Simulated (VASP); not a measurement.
# TaN (Fm-3m) in VASP: a series of runs

Runs on TaN. Level: PBE. Tasks: single point.

Program: VASP 6.6.1. These are calculated values, not measurements. Logs are shortened: lines on timing, memory, paths and dates and some standing lists are left out, and cuts for length are marked.

## Step 1: The cell of the first run

The structure is cubic, space group Fm-3m (No. 225). Conventional cell: a = 4.358 Å, b = 4.358 Å, c = 4.358 Å, α = 90.00°, β = 90.00°, γ = 90.00°. Ta (site symmetry m-3m) has 6 N at 2.18 Å within 2.9 Å. N (site symmetry m-3m) has 6 Ta at 2.18 Å within 2.9 Å.

## Step 2: Single point, PBE

Contents of INCAR:

```
ALGO = Normal ; EDIFF = 1E-6
ENCUT = 520 ; GGA = PE
ISIF = 2 ; ISMEAR = 1
LASPH = T ; LCHARG = T
LELF = T ; LREAL = F
LVHAR = T ; LWAVE = F
NBANDS = 15 ; NELM = 100
PREC = Accurate ; SIGMA = 0.5
```

Contents of KPOINTS:

```
k-points
0
Gamma
  11 11 11
```

Contents of POSCAR:

```
TaN
1.0
    0.0000000000      2.1790000000      2.1790000000
    2.1790000000      0.0000000000      2.1790000000
    2.1790000000      2.1790000000      0.0000000000
Ta N
1 1
Direct
    0.5000000000      0.5000000000      0.5000000000
    0.0000000000      0.0000000000      0.0000000000
```

Potentials or basis: VASP PAW PBE potentials, release 64 (Ta_pv, N).

Run with:

```bash
> cat potpaw_PBE.64/Ta_pv/POTCAR potpaw_PBE.64/N/POTCAR > POTCAR
> mpirun -np 1 vasp_std > vasp.out
```

OUTCAR:

```text
EDIFF = 1E-6
   ENCUT = 520
   GGA = PE
   ISIF = 2
   ISMEAR = 1
   LASPH = T
   LREAL = F
   NELM = 100
   PREC = Accurate

 ion  position               nearest neighbor table
   1  0.500  0.500  0.500-   2 2.18   2 2.18   2 2.18   2 2.18   2 2.18   2 2.18
   2  0.000  0.000  0.000-   1 2.18   1 2.18   1 2.18   1 2.18   1 2.18   1 2.18

  LATTYP: Found a face centered cubic cell.
 ALAT       =     4.3580000000

  Lattice vectors:

 A1 = (   0.0000000000,   2.1790000000,   2.1790000000)
 A2 = (   2.1790000000,   0.0000000000,   2.1790000000)
 A3 = (   2.1790000000,   2.1790000000,   0.0000000000)

Analysis of symmetry for initial positions (statically):
=====================================================================
 Subroutine PRICEL returns:
 Original cell was already a primitive cell.

 Routine SETGRP: Setting up the symmetry group for a
 face centered cubic supercell.

 Subroutine GETGRP returns: Found 48 space group operations
 (whereof 48 operations were pure point group operations)
 out of a pool of 48 trial point group operations.

The static configuration has the point symmetry O_h .

Analysis of symmetry for dynamics (positions and initial velocities):
=====================================================================
 Subroutine PRICEL returns:
 Original cell was already a primitive cell.

 Routine SETGRP: Setting up the symmetry group for a
 face centered cubic supercell.

 Subroutine GETGRP returns: Found 48 space group operations
 (whereof 48 operations were pure point group operations)
 out of a pool of 48 trial point group operations.

The dynamic configuration has the point symmetry O_h .

 Subroutine INISYM returns: Found 48 space group operations
 (whereof 48 operations are pure point group operations),
 and found     1 'primitive' translations

----------------------------------------------------------------------------------------

                                     Primitive cell

  volume of cell :      20.6920

  direct lattice vectors                    reciprocal lattice vectors
     0.000000000  2.179000000  2.179000000    -0.229463056  0.229463056  0.229463056
     2.179000000  0.000000000  2.179000000     0.229463056 -0.229463056  0.229463056
     2.179000000  2.179000000  0.000000000     0.229463056  0.229463056 -0.229463056

  length of vectors
     3.081571352  3.081571352  3.081571352     0.397441672  0.397441672  0.397441672

  position of ions in fractional coordinates (direct lattice)
     0.500000000  0.500000000  0.500000000
     0.000000000  0.000000000  0.000000000

  ion indices of the primitive-cell ions
   primitive index   ion index
                 1           1
                 2           2

----------------------------------------------------------------------------------------

 KPOINTS: k-points

Automatic generation of k-mesh.
 Grid dimensions read from file:
 generate k-points for:   11   11   11

 Generating k-lattice:

  Cartesian coordinates                     Fractional coordinates (reciprocal lattice)
    -0.020860278  0.020860278  0.020860278     0.090909091  0.000000000  0.000000000
     0.020860278 -0.020860278  0.020860278     0.000000000  0.090909091  0.000000000
     0.020860278  0.020860278 -0.020860278     0.000000000  0.000000000  0.090909091

  Length of vectors
     0.036131061  0.036131061  0.036131061

  Shift w.r.t. Gamma in fractional coordinates (k-lattice)
     0.000000000  0.000000000  0.000000000

 Subroutine IBZKPT returns following result:
 ===========================================

 Found     56 irreducible k-points:

 Following reciprocal coordinates:
            Coordinates               Weight
  0.000000  0.000000  0.000000      1.000000
  0.090909  0.000000  0.000000      8.000000
  0.181818  0.000000  0.000000      8.000000
  0.272727  0.000000  0.000000      8.000000
  0.363636  0.000000  0.000000      8.000000
  0.454545  0.000000  0.000000      8.000000
[... 16 lines left out ...]
 -0.272727  0.181818  0.000000     24.000000
 -0.181818  0.181818  0.000000     12.000000
 [... further k-points ...]
   k-points           NKPTS =     56   k-points in BZ     NKDIM =     56   number of bands    NBANDS=     15
   number of dos      NEDOS =    301   number of ions     NIONS =      2
   total plane-waves  NPLWV =  13824
   dimension x,y,z NGX =    24 NGY =   24 NGZ =   24
   dimension x,y,z NGXF=    48 NGYF=   48 NGZF=   48
   ions per type =               1   1
   NGX,Y,Z   is equivalent  to a cutoff of  12.95, 12.95, 12.95 a.u.
   NGXF,Y,Z  is equivalent  to a cutoff of  25.90, 25.90, 25.90 a.u.
 SYSTEM =  unknown system
   PREC   = accura    normal or accurate (medium, high low for compatibility)
   ISTART =      0    job   : 0-new  1-cont  2-samecut
   ICHARG =      2    charge: 1-file 2-atom 10-const
   ISPIN  =      1    spin polarized calculation?
   LNONCOLLINEAR =      F non collinear calculations
   LSORBIT =      F    spin-orbit coupling
   LASPH  =      T    aspherical Exc in radial PAW
   ENCUT  =  520.0 eV  38.22 Ry    6.18 a.u.   5.73  5.73  5.73*2*pi/ulx,y,z
   NELM   =    100;   NELMIN=  2; NELMDL= -5     # of ELM steps
   EDIFF  = 0.1E-05   stopping-criterion for ELM
   LREAL  =      F    real-space projection
   EDIFFG = 0.1E-04   stopping-criterion for IOM
   NSW    =      0    number of steps for IOM
   IBRION =     -1    ionic relax: 0-MD 1-quasi-New 2-CG
   NFREE  =      0    steps in history (QN), initial steepest desc. (CG)
   ISIF   =      2    stress and relaxation
   ISYM   =      2    0-nonsym 1-usesym 2-fastsym
   POTIM  = 0.5000    time-step for ionic-motion
   TEBEG  =    0.0;   TEEND  =   0.0 temperature during run
   PSTRESS=    0.0 pullay stress
   NELECT =      16.0000    total number of electrons
   NUPDOWN=      -1.0000    fix difference up-down
   EMIN   =  10.00;   EMAX   =-10.00  energy-range for DOS
   EFERMI =   0.00;   METHOD = LEGACY
   ISMEAR =     1;   SIGMA  =   0.50  broadening in eV -4-tet -1-fermi 0-gaus
   EFERMI_NEDOS =   21; number of points for ismear=-14 and -15
   IALGO  =     38    algorithm
   IMIX   =      4    mixing-type and parameters
     AMIX     =   0.40;   BMIX     =  1.00
     AMIX_MAG =   1.60;   BMIX_MAG =  1.00
  volume/ion in A,a.u.               =      10.35        69.82
  Fermi-wavevector in a.u.,A,eV,Ry     =   1.502615  2.839530 30.719922  2.257851
  Thomas-Fermi vector in A             =   2.613832
   LORBIT       =      0    0 simple, 1 ext, 2 COOP (PROOUT), +10 PAW based schemes
   GGA     = PE    functional components
   LHFCALC =     F    Hartree Fock is set to
   AEXX    =    0.0000 exact exchange contribution
   IVDW    =     0    specifies the selected vdW correction
   LEPSILON=     F    determine dielectric tensor
   LRPA    =     F    only Hartree local field effects (RPA)
 non-spin polarized calculation
 Methfessel and Paxton  Order N= 1 SIGMA  =   0.50
  energy-cutoff  :      520.00
  volume of cell :       20.69
 maximum number of plane-waves:       568
   NGX = 11   NGY = 11   NGZ = 11

 number of electron      16.0000000 magnetization

 Free energy of the ion-electron system (eV)
  ---------------------------------------------------
  ext. energy  EPLUGINS =         0.00000000
  ---------------------------------------------------
  free energy    TOTEN  =       -21.77706052 eV

  energy without entropy =      -21.77310936  energy(sigma->0) =      -21.77574347

 E-fermi :   9.8770     XC(G=0): -13.5895

 val. band max:        9.8089588197   @ k =  -0.3636   0.2727   0.0909
 cond. band min:       9.9301439667   @ k =   0.0000   0.0000   0.0000
 fundamental gap:      0.1211851470
 Fermi energy:         9.8769647175

 k-point     1 :       0.0000    0.0000    0.0000
  band No.  band energies     occupation
      1     -25.8644      2.00000
      2     -25.8644      2.00000
      3     -25.8644      2.00000
      4      -9.2315      2.00000
      5       5.9530      2.00000
      6       5.9530      2.00000
      7       5.9530      2.00000
      8       7.6767      2.00000
      9       7.6767      2.00000
     10       7.6767      2.00000
     11       9.9301      0.82111
     12       9.9301      0.82110
     13      11.6161     -0.00001
     14      19.2746     -0.00000
     15      22.2856      0.00000

 k-point     2 :       0.0909    0.0000    0.0000
  band No.  band energies     occupation
      1     -25.9459      2.00000
      2     -25.8717      2.00000
      3     -25.8717      2.00000
      4      -9.0213      2.00000
      5       4.9840      2.00000
      6       5.2880      2.00000
      7       5.2880      2.00000
      8       7.9923      2.00000
      9       7.9923      2.00000
     10       8.0767      2.00000
     11      10.7366     -0.03544
     12      10.7366     -0.03544
     13      12.2006     -0.00000
     14      19.9089      0.00000
     15      22.2853      0.00000

 k-point     3 :       0.1818    0.0000    0.0000
  band No.  band energies     occupation
      1     -26.1580      2.00000
      2     -25.8910      2.00000
      3     -25.8910      2.00000
      4      -8.4396      2.00000
      5       3.3055      2.00000
      6       4.1651      2.00000
      7       4.1651      2.00000
      8       8.5857      2.00159
      9       8.7091      2.00467
     10       8.7091      2.00467
     11      12.4582     -0.00000
     12      12.4582     -0.00000
     13      13.4934     -0.00000
     14      21.4789      0.00000
     15      22.2848      0.00000

 k-point     4 :       0.2727    0.0000    0.0000
  band No.  band energies     occupation
      1     -26.4235      2.00000
      2     -25.9162      2.00000
      3     -25.9162      2.00000
      4      -7.6181      2.00000
      5       1.6409      2.00000
      6       3.1793      2.00000
      7       3.1793      2.00000
      8       9.2735      2.07082
      9       9.7319      1.46887
     10       9.7319      1.46887
     11      14.4067     -0.00000
     12      14.4067     -0.00000
     13      14.7133     -0.00000
     14      22.2623      0.00000
     15      22.5647      0.00000
[... 307 lines left out ...]
 k-point    22 :      -0.3636    0.1818    0.0000
  band No.  band energies     occupation
      1     -26.6618      2.00000
      2     -26.1585      2.00000
      3     -25.9759      2.00000
      4      -6.5793      2.00000
      5       0.1749      2.00000
      6       2.3741      2.00000
      7       2.7220      2.00000
      8      10.6690     -0.04761
      9      11.0805     -0.00347
     10      11.3485     -0.00026
     11      14.5142     -0.00000
     12      17.4343     -0.00000
     13      17.6860     -0.00000
     14      21.0681      0.00000
     15      22.3036      0.00000

 k-point    23 :      -0.2727    0.1818    0.0000
  band No.  band energies     occupation
      1     -26.5431      2.00000
      2     -26.1379      2.00000
      3     -25.9356      2.00000
      4      -6.9392      2.00000
      5       0.6017      2.00000
      6       2.4634      2.00000
      7       3.1456      2.00000
      8      10.0026      0.58934
      9      10.0538      0.44078
     10      11.9380     -0.00000
     11      13.0323     -0.00000
     12      16.5577     -0.00000
     13      17.3262     -0.00000
     14      21.8760      0.00000
     15      22.3333      0.00000

 k-point    24 :      -0.1818    0.1818    0.0000
  band No.  band energies     occupation
      1     -26.3935      2.00000
      2     -26.0652      2.00000
      3     -25.9017      2.00000
      4      -7.5042      2.00000
      5       1.4146      2.00000
      6       2.8342      2.00000
      7       3.6550      2.00000
      8       9.1348      2.05668
      9       9.5282      1.91800
     10      11.3142     -0.00037
     11      11.8635     -0.00000
     12      15.6972     -0.00000
     13      15.9872     -0.00000
     14      22.2749      0.00000
     15      23.3902      0.00000

 [... further k-points ...]

------------------------ aborting loop because EDIFF is reached ----------------------------------------

  FORCE on cell =-STRESS in cart. coord.  units (eV):
  Direction    XX          YY          ZZ          XY          YZ          ZX
  --------------------------------------------------------------------------------------
  -------------------------------------------------------------------------------------
  Total        2.0159481      2.0159481      2.0159481      0.0000000      0.0000000     -0.0000000
  in kB      156.0947333    156.0947333    156.0947333      0.0000000      0.0000000     -0.0000000
  external PRESSURE =     156.0947333 kB  Pullay stress =       0.0000000 kB

 VOLUME and BASIS-vectors are now :
 -----------------------------------------------------------------------------
  energy-cutoff  :      520.00
  volume of cell :       20.69
      direct lattice vectors                 reciprocal lattice vectors
     0.000000000  2.179000000  2.179000000    -0.229463056  0.229463056  0.229463056
     2.179000000  0.000000000  2.179000000     0.229463056 -0.229463056  0.229463056
     2.179000000  2.179000000  0.000000000     0.229463056  0.229463056 -0.229463056

 POSITION                                       TOTAL-FORCE (eV/Angst)
 -----------------------------------------------------------------------------------
      2.17900      2.17900      2.17900         0.000000      0.000000      0.000000
      0.00000      0.00000      0.00000        -0.000000     -0.000000     -0.000000
 -----------------------------------------------------------------------------------
    total drift:                                0.000000     -0.000000     -0.000000

  FREE ENERGIE OF THE ION-ELECTRON SYSTEM (eV)
  ---------------------------------------------------
  free  energy   TOTEN  =       -21.7770605216 eV

  energy  without entropy=      -21.7731093556  energy(sigma->0) =      -21.77574347
```

Wall time 17 s (1 thread of Intel Xeon 8259CL, shared host); peak memory 0.15 GiB.

Results:

| Quantity | Value |
| --- | --- |
| Free energy | -21.7771 eV |
| Pressure | 15.6 GPa |
| Band gap on the k mesh | zero (band 8 reaches 11.61 eV, above the bottom of band 9 at 7.68 eV) |

Levels at points of the mesh, in eV from the Fermi level:
| k point | band 4 | band 5 | band 6 | band 7 | band 8 | band 9 | band 10 | band 11 | band 12 | band 13 |
| --- | --- | --- | --- | --- | --- | --- | --- | --- | --- | --- |
| (0.00, 0.00, 0.00) | -19.11 | -3.92 | -3.92 | -3.92 | -2.20 | -2.20 | -2.20 | 0.05 | 0.05 | 1.74 |

Caveat: spin-orbit coupling is left out, which moves the levels of the heavy elements.

## Step 3: Single point, PBE

Contents of INCAR:

```
PREC     = Accurate       # precision mode
ENCUT    = 520            # plane-wave cutoff, eV
EDIFF    = 1E-7           # SCF threshold, eV
ISMEAR   = 1              # smearing method
SIGMA    = 0.3            # smearing width, eV
LREAL    = F              # projectors in reciprocal space
LASPH    = T              # aspherical terms in the spheres
NELM     = 60             # most SCF steps
ALGO     = Normal         # electronic algorithm
ISIF     = 2              # what is computed and relaxed
LWAVE    = F              # write WAVECAR
LCHARG   = F              # write CHGCAR
GGA      = PE             # functional
NBANDS   = 15             # bands
```

Contents of KPOINTS:

```
regular mesh
0
Gamma
  11 11 11
```

POSCAR is that of step 2.

Potentials or basis: VASP PAW PBE potentials, release 64 (Ta_pv, N).

Run with:

```bash
> cat potpaw_PBE.64/Ta_pv/POTCAR potpaw_PBE.64/N/POTCAR > POTCAR
> mpirun -np 1 vasp_std > vasp.out
```

Run time: 19 s. Hardware: 1 thread of Intel Xeon 8259CL, shared host; peak memory 0.15 GiB.

It converged, with:

```yaml
Free_energy: -21.7761 eV
Pressure: 15.6 GPa
Band_gap_on_the_k_mesh: zero (band 8 reaches 11.61 eV, above the bottom of band 9 at 7.68 eV)
```

Levels at points of the mesh, in eV from the Fermi level:
```
           k point  band 6  band 7  band 8  band 9  band 10  band 11
(0.00, 0.00, 0.00)   -3.94   -3.94   -2.22   -2.22    -2.22     0.04
```

Caveat: spin-orbit coupling is left out, which moves the levels of the heavy elements.

## Step 4: Single point, PBE

Contents of INCAR:

```
SYSTEM = TaN
PREC = Accurate
ENCUT = 520
EDIFF = 1E-6
ISMEAR = 1
SIGMA = 0.2
LREAL = .False.
LASPH = .True.
NELM = 80
ALGO = Normal
ISIF = 2
LWAVE = .False.
LCHARG = .False.
GGA = PE
NBANDS = 15
```

Contents of KPOINTS:

```
Automatic mesh
0
Gamma
  11 11 11
  0 0 0
```

POSCAR is that of step 3.

Run with:

```bash
> cat potpaw_PBE.64/Ta_pv/POTCAR potpaw_PBE.64/N/POTCAR > POTCAR
> mpirun -np 1 vasp_std > vasp.out
```

Wall time 16 s (1 thread of Intel Xeon 8259CL, shared host); peak memory 0.15 GiB.

It converged, with:

- Free energy: -21.7766 eV
- Pressure: 15.5 GPa
- Band gap on the k mesh: zero (band 8 reaches 11.61 eV, above the bottom of band 9 at 7.68 eV)

Levels at points of the mesh, in eV from the Fermi level:
```
           k point  band 6  band 7  band 8  band 9  band 10  band 11
(0.00, 0.00, 0.00)   -3.95   -3.95   -2.23   -2.23    -2.23     0.02
```

Caveat: spin-orbit coupling is left out, which moves the levels of the heavy elements.

## Step 5: The runs side by side

| smearing | gap on the mesh (eV) | pressure (GPa) |
| --- | --- | --- |
| methfessel-paxton 0.5 eV | none | 15.6 |
| methfessel-paxton 0.3 eV | none | 15.6 |
| methfessel-paxton 0.2 eV | none | 15.5 |

Alike in all rows: task single point; level PBE; potentials or basis VASP PAW PBE potentials, release 64 (Ta_pv, N); no spin polarisation; cell as given; k mesh 11 × 11 × 11; cutoff (eV) 520.

Every run on the cell as given and a fine mesh finds a metal.

Caveats: spin-orbit coupling is left out, which moves the levels of the heavy elements.

Absolute energies hang on the potentials; compare differences alone.
